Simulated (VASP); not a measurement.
A run of VASP 6.6.1 is set up as follows.

Contents of INCAR:

```
SYSTEM = SnO
ALGO = Normal ; EDIFF = 1E-6
ENCUT = 520 ; ISIF = 2
ISMEAR = 0 ; LASPH = .TRUE.
LCHARG = .FALSE. ; LREAL = .FALSE.
LWAVE = .FALSE. ; NBANDS = 28
NELM = 60 ; PREC = Accurate
SIGMA = 0.15
```

KPOINTS

```
k-points
0
G
  10 10 8
  0 0 0
```

POSCAR

```
SnO
1.0
    4.0306000000      0.0000000000      0.0000000000
    0.0000000000      4.0306000000      0.0000000000
    0.0000000000      0.0000000000      4.8415000000
Sn O
2 2
Direct
    0.0000000000      0.5000000000      0.2457459271
    0.5000000000      0.0000000000      0.7542540729
    0.0000000000      0.0000000000      0.0000000000
    0.5000000000      0.5000000000      0.0000000000
```

Potentials or basis: VASP PAW LDA potentials, release 64 (Sn_d, O).

Launch:

```sh
$ cat potpaw_LDA.64/Sn_d/POTCAR potpaw_LDA.64/O/POTCAR > POTCAR
$ mpirun -np 1 vasp_std > vasp.out
```

Predict the largest force.

1.685 eV/Å.

Estimate the band gap on the k mesh.

0.47 eV (least direct gap 1.89 eV).

Predict the pressure.

-12.7 GPa.

Stress tensor (GPa, compression positive):
```
-14.24   0.00   0.00
  0.00 -14.24   0.00
  0.00   0.00  -9.74
```

Caveat: the cell stands under tension; spin-orbit coupling is left out, which moves the levels of the heavy elements; forces of over 1 eV/Å act on the atoms, so gaps and moduli don't describe the material at rest. A k mesh can miss the band edges.
